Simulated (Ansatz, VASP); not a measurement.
Two plane-wave programs on P

```
P
1.0
    -1.69151    2.51517    1.82177
     1.69151   -2.51517    1.82177
     1.69151    2.51517   -1.82177
P
2
Cartesian
  0.0000 3.7727 0.1942
  1.6915 -1.2576 1.6275
```

Change from the starting cell: strain -0.0200 x Voigt [0, 0, 1, 0, 0, 0], atoms carried along.

Alike in both runs: task single point; functional PBEsol; dispersion D3(BJ); k mesh 18 × 18 × 18; occupations gaussian, width 0.15 eV; no spin polarisation.

|  | VASP | Ansatz |
| --- | --- | --- |
| version | VASP 6.6.1 | Ansatz 0.2.0 |
| potentials or method | VASP PAW PBE potentials, release 64 (P), cutoff 520 eV | scalar-relativistic, plane waves, PAW |
| valence electrons in the cell | 10 | 10 |

```tsv
	VASP	Ansatz	Ansatz less VASP
gap on the k mesh at the Fermi level (eV)	none	none	-
pressure (GPa)	-2.8	-2.8	-0.04
traceless stress, the component that is largest in VASP (GPa)	-3.17	-3.28	-0.119
rms of the force components (eV/Å)	0.369	0.390	+0.0209
```

VASP's potentials were made for PBE, not for PBEsol. Atom by atom the forces differ by 0.021 eV/Å (rms over components). A gap of «none» marks a metal or a gap that the smearing closes.
